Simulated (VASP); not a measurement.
Runs of VASP 6.6.1 on GaP. The structure is that of space group F-43m (No. 216), or close to it. The cells are those of the table. 

```tsv
task	level	potentials or basis	spin	cell	k mesh	cutoff (eV)	smearing	grid for exact exchange (PRECFOCK)	share of exact exchange	gap on the mesh (eV)	pressure (GPa)	relaxed volume (Å³/atom)
single point	PBE	VASP PAW PBE potentials, release 64 (Ga_d, P)	non-collinear, zero start, SOC	a = 3.854 Å, angles 60.0°, 2 atoms	8 × 8 × 8	520	gaussian 0.01 eV	-	-	-	2.4	-
relaxation of cell and atoms	LDA	VASP PAW LDA potentials, release 64 (Ga_d, P)	off	relaxed from a = 3.893 Å, angles 60.0°, 2 atoms	8 × 8 × 8	600	fermi-dirac 0.02 eV	-	-	1.43	0.0	19.61
single point	PBE0	VASP PAW PBE potentials, release 64 (Ga_d, P)	off	a = 3.854 Å, angles 60.0°, 2 atoms	6 × 6 × 6	520	gaussian 0.01 eV	Normal	0.25	2.98	(a)	-
relaxation of cell and atoms	r2SCAN	VASP PAW PBE potentials, release 64 (Ga_d, P)	off	relaxed from a = 3.893 Å, angles 60.0°, 2 atoms	8 × 8 × 8	600	fermi-dirac 0.02 eV	-	-	1.90	0.0	(b)
```

Estimate the missing entries.

(a) 0.3; (b) 20.22.

Caveats: the PAW data sets were made with another functional, which shifts forces and pressure a little (at least some runs).

A k mesh can miss the band edges, and rows without SOC leave out spin-orbit coupling on Ga.
